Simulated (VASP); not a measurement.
H17O8F: single point with PBE

H17O8F:

```
CELL_PARAMETERS angstrom
6.49507 0.00000 0.00000
0.00000 6.49507 0.00000
0.00000 0.00000 6.49507
ATOMIC_POSITIONS crystal
O 0.96658 0.96944 0.51150
O 0.10283 0.46640 0.25121
O 0.85819 0.13764 0.07488
O 0.34703 0.58524 0.67422
O 0.65565 0.26146 0.50957
O 0.25841 0.79905 0.06888
O 0.15689 0.22579 0.79313
O 0.73500 0.61852 0.74898
H 0.85252 0.07201 0.49781
H 0.05511 0.98812 0.38906
H 0.11229 0.60997 0.21430
H 0.95832 0.43065 0.27045
H 0.73179 0.09621 0.99994
H 0.96941 0.17995 0.97032
H 0.26126 0.55253 0.54917
H 0.26640 0.64537 0.78886
H 0.70718 0.38894 0.53679
H 0.67293 0.25867 0.35843
H 0.29239 0.92717 0.00357
H 0.39236 0.72338 0.09227
H 0.27487 0.31807 0.81205
H 0.16763 0.13747 0.67176
H 0.82172 0.71818 0.67213
H 0.58983 0.60986 0.71203
H 0.70667 0.59691 0.98844
F 0.63664 0.65502 0.10400
```

- Program: VASP 6.6.1
- Task: single point
- Functional: PBE
- Potentials or basis: VASP PAW PBE potentials, release 64 (O, H, F)
- Cutoff: 520 eV
- k mesh: 1 × 1 × 1
- Occupations: fermi-dirac, width 0.05 eV
- Spin: no spin polarisation

```
Pressure               : 0.5 GPa
Largest force          : 4.383 eV/Å
Band gap on the k mesh : 4.33 eV
```

Forces in eV/Å, atoms in the order of the input:
```
O    0.473 -0.021 -0.270
O    0.214 -0.773  0.848
O   -0.208  0.267 -0.608
O   -0.570 -0.098 -0.494
O   -1.141 -3.612 -2.157
O    0.565 -1.227  0.215
O    0.034 -0.196  0.932
O    2.000 -0.333  0.143
H    0.408 -0.208  0.169
H   -0.749 -0.237  0.252
H   -0.281  0.705 -0.369
H    0.235  0.125 -0.276
H    1.110  0.209  0.170
H   -1.056 -0.349  0.521
H    0.380  0.258  1.100
H   -0.121  0.023 -0.621
H    1.520  3.759  1.664
H   -0.402 -0.391  0.173
H    0.004  0.751 -0.250
H   -0.609  0.830 -0.188
H   -0.212 -0.247 -0.631
H   -0.072  0.116 -0.037
H   -0.834 -0.157  0.214
H   -0.750  0.619 -0.814
H    0.524  0.249 -1.515
F   -0.463 -0.062  1.829
```

Stress tensor (GPa, compression positive):
```
-0.23  0.27  0.48
 0.27  2.54  0.68
 0.48  0.68 -0.66
```

Levels at points of the mesh, in eV from the valence-band top:
```tsv
k point	band 34	band 35	band 36	band 37	band 38	band 39
(0.00, 0.00, 0.00)	-0.53	-0.36	0.00	4.33	7.19	7.57
```

Run time: 56 s on 1 thread of Intel Xeon 8259CL, on a shared host, peak memory 0.3 GiB.

Caveat: the k points lie up to 0.97 Å⁻¹ apart.
